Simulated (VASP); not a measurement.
# AlN (F-43m) in VASP: notebook, part 2 of 2

VASP 6.6.1. The steps go on from the part before.

## (5) Single point, LDA

This run uses another cell than the first one, of 10.04 Å³/atom, 0.981 times its volume.

INCAR reads:

```
SYSTEM = AlN
PREC     = Accurate       ! precision mode
ENCUT    = 600            ! plane-wave cutoff, eV
EDIFF    = 1E-6           ! SCF threshold, eV
ISMEAR   = 0              ! smearing method
SIGMA    = 0.05           ! smearing width, eV
LREAL    = .FALSE.        ! projectors in reciprocal space
LASPH    = .TRUE.         ! aspherical terms in the spheres
NELM     = 120            ! most SCF steps
ALGO     = Normal         ! electronic algorithm
ISIF     = 2              ! what is computed and relaxed
LWAVE    = .FALSE.        ! write WAVECAR
LCHARG   = .FALSE.        ! write CHGCAR
GGA      = CA             ! functional
NBANDS   = 11             ! bands
GGA_COMPAT= .FALSE.
```

KPOINTS reads:

```
regular mesh
0
G
  8 8 8
  0 0 0
```

POSCAR reads:

```
AlN
1.0
    0.0000000000      2.1574322895      2.1574322895
    2.1574322895      0.0000000000      2.1574322895
    2.1574322895      2.1574322895      0.0000000000
Al N
1 1
Direct
    0.0000000000      0.0000000000      0.0000000000
    0.2500000000      0.2500000000      0.2500000000
```

Potentials or basis: VASP PAW LDA potentials, release 64 (Al, N).

The run is started by

```sh
$ cat potpaw_LDA.64/Al/POTCAR potpaw_LDA.64/N/POTCAR > POTCAR
$ mpirun -np 1 vasp_std > vasp.out
```

OUTCAR:

```text
SYSTEM = AlN
   PREC = Accurate
   ENCUT = 600
   EDIFF = 1E-6
   ISMEAR = 0
   LREAL = .FALSE.
   LASPH = .TRUE.
   NELM = 120
   ISIF = 2
   GGA = CA

 ion  position               nearest neighbor table
   1  0.000  0.000  0.000-   2 1.87   2 1.87   2 1.87   2 1.87
   2  0.250  0.250  0.250-   1 1.87   1 1.87   1 1.87   1 1.87

  LATTYP: Found a face centered cubic cell.
 ALAT       =     4.3148645790

  Lattice vectors:

 A1 = (   0.0000000000,   2.1574322895,   2.1574322895)
 A2 = (   2.1574322895,   0.0000000000,   2.1574322895)
 A3 = (   2.1574322895,   2.1574322895,   0.0000000000)

Analysis of symmetry for initial positions (statically):
=====================================================================
 Subroutine PRICEL returns:
 Original cell was already a primitive cell.

 Routine SETGRP: Setting up the symmetry group for a
 face centered cubic supercell.

 Subroutine GETGRP returns: Found 24 space group operations
 (whereof 24 operations were pure point group operations)
 out of a pool of 48 trial point group operations.

The static configuration has the point symmetry T_d .

Analysis of symmetry for dynamics (positions and initial velocities):
[... 171 lines left out ...]
      4       6.0608      2.00000
      5      10.6265      0.00000
      6      18.7578      0.00000
      7      18.7578      0.00000
      8      18.7578      0.00000
      9      23.8763      0.00000
     10      23.8763      0.00000
     11      25.3335      0.00000
[... 309 lines left out ...]
 k-point    24 :      -0.3750    0.2500    0.1250
  band No.  band energies     occupation
      1      -6.3980      2.00000
      2       0.7338      2.00000
      3       3.7698      2.00000
      4       4.9053      2.00000
      5      13.1716      0.00000
      6      15.5083      0.00000
      7      18.4082      0.00000
      8      18.8952      0.00000
      9      23.4639      0.00000
     10      25.0248      0.00000
     11      28.3978      0.00000

 [... further k-points ...]

------------------------ aborting loop because EDIFF is reached ----------------------------------------

  FORCE on cell =-STRESS in cart. coord.  units (eV):
  Direction    XX          YY          ZZ          XY          YZ          ZX
  --------------------------------------------------------------------------------------
  -------------------------------------------------------------------------------------
  Total        0.5965632      0.5965632      0.5965632      0.0000000      0.0000000      0.0000000
  in kB       47.5910741     47.5910741     47.5910741      0.0000000      0.0000000      0.0000000
  external PRESSURE =      47.5910741 kB  Pullay stress =       0.0000000 kB

 VOLUME and BASIS-vectors are now :
 -----------------------------------------------------------------------------
  energy-cutoff  :      600.00
  volume of cell :       20.08
      direct lattice vectors                 reciprocal lattice vectors
     0.000000000  2.157432289  2.157432289    -0.231756984  0.231756984  0.231756984
     2.157432289  0.000000000  2.157432289     0.231756984 -0.231756984  0.231756984
     2.157432289  2.157432289  0.000000000     0.231756984  0.231756984 -0.231756984

 POSITION                                       TOTAL-FORCE (eV/Angst)
 -----------------------------------------------------------------------------------
      0.00000      0.00000      0.00000        -0.000000     -0.000000     -0.000000
      1.07872      1.07872      1.07872         0.000000      0.000000      0.000000
 -----------------------------------------------------------------------------------
    total drift:                               -0.000000     -0.000000     -0.000000

  FREE ENERGIE OF THE ION-ELECTRON SYSTEM (eV)
  ---------------------------------------------------
  free  energy   TOTEN  =       -16.3691707334 eV

  energy  without entropy=      -16.3691707334  energy(sigma->0) =      -16.36917073
```

OSZICAR:

```text
N       E                     dE             d eps       ncg     rms          rms(c)
DAV:   1     0.124568126833E+02    0.12457E+02   -0.44922E+03   646   0.708E+02
DAV:   2    -0.180507206394E+02   -0.30508E+02   -0.29502E+02   752   0.138E+02
DAV:   3    -0.189756117823E+02   -0.92489E+00   -0.92370E+00   796   0.226E+01
DAV:   4    -0.189794539276E+02   -0.38421E-02   -0.38420E-02   692   0.175E+00
DAV:   5    -0.189794859725E+02   -0.32045E-04   -0.32045E-04   794   0.153E-01    0.884E+00
DAV:   6    -0.164438641104E+02    0.25356E+01   -0.12697E+01   704   0.177E+01    0.298E+00
DAV:   7    -0.163984821941E+02    0.45382E-01   -0.11868E-01   725   0.270E+00    0.198E+00
DAV:   8    -0.163697033094E+02    0.28779E-01   -0.30026E-02   713   0.155E+00    0.398E-01
DAV:   9    -0.163691574286E+02    0.54588E-03   -0.19302E-03   752   0.272E-01    0.187E-01
DAV:  10    -0.163691739591E+02   -0.16530E-04   -0.10975E-04   719   0.739E-02    0.536E-02
DAV:  11    -0.163691707515E+02    0.32075E-05   -0.31076E-06   749   0.143E-02    0.912E-03
DAV:  12    -0.163691707334E+02    0.18092E-07   -0.58536E-08   397   0.186E-03
   1 F= -.16369171E+02 E0= -.16369171E+02  d E =-.156403E-10
```

Run time: 6.1 s. Hardware: 1 thread of AMD EPYC 7R43 (Zen 3), shared host; peak memory 0.09 GiB.

What came out:

```yaml
Free_energy: -16.3692 eV
Pressure: 4.8 GPa
Band_gap_on_the_k_mesh: 3.24 eV, indirect (least direct gap 4.57 eV)
```

## (6) Summary

| cell | k mesh | cutoff (eV) | smearing | gap on the mesh (eV) | pressure (GPa) |
| --- | --- | --- | --- | --- | --- |
| a = 3.070 Å, angles 60.0°, 2 atoms | 6 × 6 × 6 | 520 | gaussian 0.02 eV | 3.23 | 0.7 |
| a = 3.098 Å, angles 60.0°, 2 atoms | 6 × 6 × 6 | 600 | gaussian 0.05 eV | 3.22 | -4.9 |
| a = 3.070 Å, angles 60.0°, 2 atoms | 6 × 6 × 6 | 600 | gaussian 0.05 eV | 3.23 | 0.6 |
| a = 3.051 Å, angles 60.0°, 2 atoms | 8 × 8 × 8 | 600 | gaussian 0.05 eV | 3.24 | 4.8 |

Alike in all rows: task single point; level LDA; potentials or basis VASP PAW LDA potentials, release 64 (Al, N); no spin polarisation.

Absolute energies hang on the potentials; compare differences alone.
